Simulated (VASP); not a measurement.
# AgCl (Fm-3m) in VASP: further runs, part 3 of 3

VASP 6.6.1. The steps go on from the part before.

**5. Single point, r2SCAN (22.61 Å³/atom)**

This run uses another cell than the first one, of 22.61 Å³/atom.

POSCAR reads:

```
AgCl
1.0
    0.0000000000      2.8275737678      2.8275737678
    2.8275737678      0.0000000000      2.8275737678
    2.8275737678      2.8275737678      0.0000000000
Ag Cl
1 1
Direct
    0.0000000000      0.0000000000      0.0000000000
    0.5000000000      0.5000000000      0.5000000000
```

INCAR.step1 reads:

```
SYSTEM = AgCl
ALGO = Normal
EDIFF = 1E-5
ENCUT = 550
GGA = PE
GGA_COMPAT = .False.
ISMEAR = 0
LASPH = .True.
LCHARG = .False.
LREAL = .False.
LWAVE = .True.
NBANDS = 16
NELM = 120
PREC = Accurate
SIGMA = 0.01
```

INCAR.step2 reads:

```
SYSTEM = AgCl
ALGO = Normal
EDIFF = 1E-6
ENCUT = 550
GGA_COMPAT = .False.
ISIF = 2
ISMEAR = 0
ISTART = 1
LASPH = .True.
LCHARG = .False.
LMIXTAU = .True.
LREAL = .False.
LWAVE = .False.
METAGGA = R2SCAN
NBANDS = 16
NELM = 120
PREC = Accurate
SIGMA = 0.01
```

KPOINTS reads:

```
k-points
0
Gamma
  6 6 6
  0 0 0
```

Potentials or basis: VASP PAW PBE potentials, release 64 (Ag, Cl).

Launch:

```bash
$ cat potpaw_PBE.64/Ag/POTCAR potpaw_PBE.64/Cl/POTCAR > POTCAR
$ cp INCAR.step1 INCAR
$ mpirun -np 1 vasp_std > vasp.out
$ cp INCAR.step2 INCAR
$ mpirun -np 1 vasp_std > vasp.out
```

OUTCAR:

```text
SYSTEM = AgCl
   EDIFF = 1E-6
   ENCUT = 550
   ISIF = 2
   ISMEAR = 0
   ISTART = 1
   LASPH = .True.
   LREAL = .False.
   METAGGA = R2SCAN
   NELM = 120
   PREC = Accurate

 ion  position               nearest neighbor table
   1  0.000  0.000  0.000-   2 2.83   2 2.83   2 2.83   2 2.83   2 2.83   2 2.83
   2  0.500  0.500  0.500-   1 2.83   1 2.83   1 2.83   1 2.83   1 2.83   1 2.83

  LATTYP: Found a face centered cubic cell.
 ALAT       =     5.6551475356

  Lattice vectors:

 A1 = (   0.0000000000,   2.8275737678,   2.8275737678)
 A2 = (   2.8275737678,   0.0000000000,   2.8275737678)
 A3 = (   2.8275737678,   2.8275737678,   0.0000000000)

Analysis of symmetry for initial positions (statically):
=====================================================================
 Subroutine PRICEL returns:
 Original cell was already a primitive cell.

 Routine SETGRP: Setting up the symmetry group for a
 face centered cubic supercell.

 Subroutine GETGRP returns: Found 48 space group operations
 (whereof 48 operations were pure point group operations)
 out of a pool of 48 trial point group operations.

The static configuration has the point symmetry O_h .
[... 152 lines left out ...]

 E-fermi :   2.8537     XC(G=0): -10.1883

 val. band max:        2.8109837996   @ k =   0.5000   0.0000   0.0000
 cond. band min:       4.2436800589   @ k =   0.0000   0.0000   0.0000
 fundamental gap:      1.4326962593
 Fermi energy:         2.8536524898

 k-point     1 :       0.0000    0.0000    0.0000
  band No.  band energies     occupation
      1     -12.6123      2.00000
      2       0.6022      2.00000
      3       0.6022      2.00000
      4       0.6022      2.00000
      5       0.6143      2.00000
      6       0.6143      2.00000
[... 281 lines left out ...]
      3      -0.9234      2.00000
      4      -0.6244      2.00000
      5       0.8286      2.00000
      6       1.0144      2.00000
[... 8 lines left out ...]
     15      17.7042      0.00000
     16      18.5721      0.00000

------------------------ aborting loop because EDIFF is reached ----------------------------------------

  FORCE on cell =-STRESS in cart. coord.  units (eV):
  Direction    XX          YY          ZZ          XY          YZ          ZX
  --------------------------------------------------------------------------------------
  -------------------------------------------------------------------------------------
  Total       -0.7410498     -0.7410498     -0.7410498      0.0000000      0.0000000      0.0000000
  in kB      -26.2594830    -26.2594830    -26.2594830      0.0000000      0.0000000      0.0000000
  external PRESSURE =     -26.2594830 kB  Pullay stress =       0.0000000 kB

 VOLUME and BASIS-vectors are now :
 -----------------------------------------------------------------------------
  energy-cutoff  :      550.00
  volume of cell :       45.21
      direct lattice vectors                 reciprocal lattice vectors
     0.000000000  2.827573768  2.827573768    -0.176830046  0.176830046  0.176830046
     2.827573768  0.000000000  2.827573768     0.176830046 -0.176830046  0.176830046
     2.827573768  2.827573768  0.000000000     0.176830046  0.176830046 -0.176830046

 POSITION                                       TOTAL-FORCE (eV/Angst)
 -----------------------------------------------------------------------------------
      0.00000      0.00000      0.00000         0.000000      0.000000     -0.000000
      2.82757      2.82757      2.82757         0.000000      0.000000      0.000000
 -----------------------------------------------------------------------------------
    total drift:                                0.000000     -0.000000     -0.000000

  FREE ENERGIE OF THE ION-ELECTRON SYSTEM (eV)
  ---------------------------------------------------
  free  energy   TOTEN  =       -28.6212966830 eV

  energy  without entropy=      -28.6212966830  energy(sigma->0) =      -28.62129668
```

OUTCAR.step1:

```text
SYSTEM = AgCl
   EDIFF = 1E-5
   ENCUT = 550
   GGA = PE
   ISMEAR = 0
   LASPH = .True.
   LREAL = .False.
[... 514 lines left out ...]
      0.00000      0.00000      0.00000        -0.000000      0.000000     -0.000000
      2.82757      2.82757      2.82757         0.000000     -0.000000      0.000000
 -----------------------------------------------------------------------------------
    total drift:                                0.000000     -0.000000     -0.000000

  FREE ENERGIE OF THE ION-ELECTRON SYSTEM (eV)
  ---------------------------------------------------
  free  energy   TOTEN  =        -5.3973286713 eV

  energy  without entropy=       -5.3973286713  energy(sigma->0) =       -5.39732867
```

OSZICAR.step1:

```text
N       E                     dE             d eps       ncg     rms          rms(c)
DAV:   1     0.106995845679E+03    0.10700E+03   -0.88068E+03   512   0.105E+03
DAV:   2    -0.142793449068E+01   -0.10842E+03   -0.98769E+02   640   0.231E+02
DAV:   3    -0.556448515206E+01   -0.41366E+01   -0.41247E+01   648   0.472E+01
DAV:   4    -0.559393690885E+01   -0.29452E-01   -0.29450E-01   640   0.434E+00
DAV:   5    -0.559435303388E+01   -0.41613E-03   -0.41612E-03   640   0.513E-01    0.523E+00
DAV:   6    -0.540220581644E+01    0.19215E+00   -0.26116E-01   648   0.642E+00    0.344E+00
DAV:   7    -0.539774965667E+01    0.44562E-02   -0.91922E-02   584   0.204E+00    0.182E+00
DAV:   8    -0.539715841930E+01    0.59124E-03   -0.50611E-03   568   0.718E-01    0.272E-01
DAV:   9    -0.539724330158E+01   -0.84882E-04   -0.47434E-04   640   0.288E-01    0.443E-02
DAV:  10    -0.539732401253E+01   -0.80711E-04   -0.12611E-04   576   0.970E-02    0.355E-02
DAV:  11    -0.539732867126E+01   -0.46587E-05   -0.50586E-06   528   0.158E-02
   1 F= -.53973287E+01 E0= -.53973287E+01  d E =-.455879E-49
```

It took 32 s on 1 thread of Intel Xeon Platinum 8488C (Sapphire Rapids), shared host; peak memory 0.18 GiB.

What came out:

```yaml
Free_energy: -28.6213 eV
Pressure: -2.6 GPa
Band_gap_on_the_k_mesh: 1.43 eV (least direct gap 3.59 eV)
```

Levels at points of the mesh, in eV from the valence-band top:
| k point | band 5 | band 6 | band 7 | band 8 | band 9 | band 10 | band 11 | band 12 | band 13 | band 14 |
| --- | --- | --- | --- | --- | --- | --- | --- | --- | --- | --- |
| (0.00, 0.00, 0.00) | -2.20 | -2.20 | -2.20 | -2.16 | -2.16 | 1.43 | 11.36 | 11.36 | 11.36 | 12.80 |
| (0.50, 0.00, 0.00) | -1.90 | -1.90 | -1.61 | 0.00 | 0.00 | 4.85 | 6.84 | 8.37 | 8.37 | 13.84 |
| (0.50, 0.50, 0.00) | -2.48 | -2.00 | -1.80 | -1.80 | -1.72 | 3.02 | 8.42 | 9.03 | 12.03 | 12.03 |

Caveat: the PAW data sets were made with another functional, which shifts forces and pressure a little.

**6. Single point, r2SCAN**

This run uses another cell than the first one, of 21.33 Å³/atom.

POSCAR reads:

```
AgCl
1.0
    0.0000000000      2.7731838063      2.7731838063
    2.7731838063      0.0000000000      2.7731838063
    2.7731838063      2.7731838063      0.0000000000
Ag Cl
1 1
Direct
    0.0000000000      0.0000000000      0.0000000000
    0.5000000000      0.5000000000      0.5000000000
```

INCAR.step1 reads:

```
SYSTEM = AgCl
ALGO = Normal ; EDIFF = 1E-5
ENCUT = 550 ; GGA = PE
GGA_COMPAT = .FALSE. ; ISMEAR = 0
LASPH = .TRUE. ; LCHARG = .FALSE.
LREAL = .FALSE. ; LWAVE = .TRUE.
NBANDS = 16 ; NELM = 120
PREC = Accurate ; SIGMA = 0.01
```

INCAR.step2 reads:

```
SYSTEM = AgCl
ALGO = Normal ; EDIFF = 1E-6
ENCUT = 550 ; GGA_COMPAT = .FALSE.
ISIF = 2 ; ISMEAR = 0
ISTART = 1 ; LASPH = .TRUE.
LCHARG = .FALSE. ; LMIXTAU = .TRUE.
LREAL = .FALSE. ; LWAVE = .FALSE.
METAGGA = R2SCAN ; NBANDS = 16
NELM = 120 ; PREC = Accurate
SIGMA = 0.01
```

KPOINTS reads:

```
k-points
0
G
  8 8 8
  0 0 0
```

Potentials or basis: VASP PAW PBE potentials, release 64 (Ag, Cl).

Launch:

```bash
$ cat potpaw_PBE.64/Ag/POTCAR potpaw_PBE.64/Cl/POTCAR > POTCAR
$ cp INCAR.step1 INCAR
$ mpirun -np 1 vasp_std > vasp.out
$ cp INCAR.step2 INCAR
$ mpirun -np 1 vasp_std > vasp.out
```

Run time: 62 s. Hardware: 1 thread of Intel Xeon Platinum 8488C (Sapphire Rapids), shared host; peak memory 0.18 GiB.

Results (log left out):

| Quantity | Value |
| --- | --- |
| Free energy | -28.6433 eV |
| Pressure | -0.1 GPa |
| Band gap on the k mesh | 1.42 eV (least direct gap 3.70 eV) |

Levels at points of the mesh, in eV from the valence-band top:
```
           k point  band 7  band 8  band 9  band 10  band 11  band 12
(0.00, 0.00, 0.00)   -2.43   -2.38   -2.38     1.42    11.34    11.34
(0.50, 0.00, 0.00)   -1.75    0.00    0.00     4.71     7.16     8.27
(0.50, 0.50, 0.00)   -1.95   -1.95   -1.84     2.93     8.35     9.24
```

Caveat: the PAW data sets were made with another functional, which shifts forces and pressure a little. A k mesh can miss the band edges.

**7. The runs side by side**

```csv
cell,k mesh,gap on the mesh (eV),pressure (GPa)
"a = 3.882 Å, angles 60.0°, 2 atoms",6 × 6 × 6,1.42,1.6
"a = 3.922 Å, angles 60.0°, 2 atoms",6 × 6 × 6,1.42,-0.1
"a = 3.961 Å, angles 60.0°, 2 atoms",6 × 6 × 6,1.43,-1.5
"a = 3.999 Å, angles 60.0°, 2 atoms",6 × 6 × 6,1.43,-2.6
"a = 3.922 Å, angles 60.0°, 2 atoms",8 × 8 × 8,1.42,-0.1
```

Alike in all rows: task single point; level r2SCAN; potentials or basis VASP PAW PBE potentials, release 64 (Ag, Cl); no spin polarisation; cutoff (eV) 550; smearing gaussian 0.01 eV.

Caveats: the PAW data sets were made with another functional, which shifts forces and pressure a little.

Total energies depend on the potentials used, so only differences within one code and one set of settings carry meaning.
